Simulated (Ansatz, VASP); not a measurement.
**One calculation of Ge, two programs**

The input INCAR:

```
ALGO = Normal ; EDIFF = 1E-7
ENCUT = 520 ; GGA = CA
ISIF = 2 ; ISMEAR = 0
LASPH = T ; LCHARG = F
LREAL = F ; LWAVE = F
NBANDS = 21 ; NELM = 60
PREC = Accurate ; SIGMA = 0.15
```

The input KPOINTS:

```
k-points
0
Gamma
  14 14 14
```

The input POSCAR:

```
Ge
1.0
    0.0000000000      2.7123375155      3.0074623229
    2.7123375155      0.0000000000      3.0074623229
    2.7123375155      2.7123375155      0.0000000000
Ge
2
Direct
    0.5000000000      0.5000000000      0.5000000000
    0.7500000000      0.7500000000      0.7500000000
```

Input for Ansatz:

```yaml
crystal:
  lattice:
    - [0.0, 2.7123375155, 3.0074623229]
    - [2.7123375155, 0.0, 3.0074623229]
    - [2.7123375155, 2.7123375155, 0.0]
  atoms:
    - { symbol: Ge, position: [0.5, 0.5, 0.5] }
    - { symbol: Ge, position: [0.75, 0.75, 0.75] }
basis:
  ecutwfc: 420
kpoints:
  mp_grid: { grid: [14, 14, 14] }
hamiltonian:
  xc: lda
  pseudopotentials: { kind: paw, azcp: { folder: soft_1 } }
scf:
  occupations: { method: gaussian, width: 0.15 }
output:
  forces: true
  stress: true
  eigenvalues: true
```

Change from the starting cell: mode 4 frozen in at +0.000 Å, strain +e along z and -e/2 along x and y +0.0700.

Alike in both runs: task single point; functional LDA; k mesh 14 × 14 × 14; occupations gaussian, width 0.15 eV; no spin polarisation.

|  | VASP | Ansatz |
| --- | --- | --- |
| version | VASP 6.6.1 | Ansatz 0.2.0 |
| potentials or method | VASP PAW LDA potentials, release 64 (Ge_d), cutoff 520 eV | scalar-relativistic, plane waves, PAW |
| valence electrons in the cell | 28 | 28 |

|  | VASP | Ansatz | Ansatz less VASP |
| --- | --- | --- | --- |
| gap on the k mesh at the Fermi level (eV) | none | none | - |
| pressure (GPa) | 0.5 | 0.3 | -0.13 |
| traceless stress, the component that is largest in VASP (GPa) | -5.83 | -5.83 | +0.001 |

Ansatz warns that its potentials were made for another functional, while VASP's fit it. LDA's correlation is that of Perdew and Zunger in VASP and of Perdew and Wang (1992) in Ansatz. A gap of «none» marks a metal or a gap that the smearing closes.
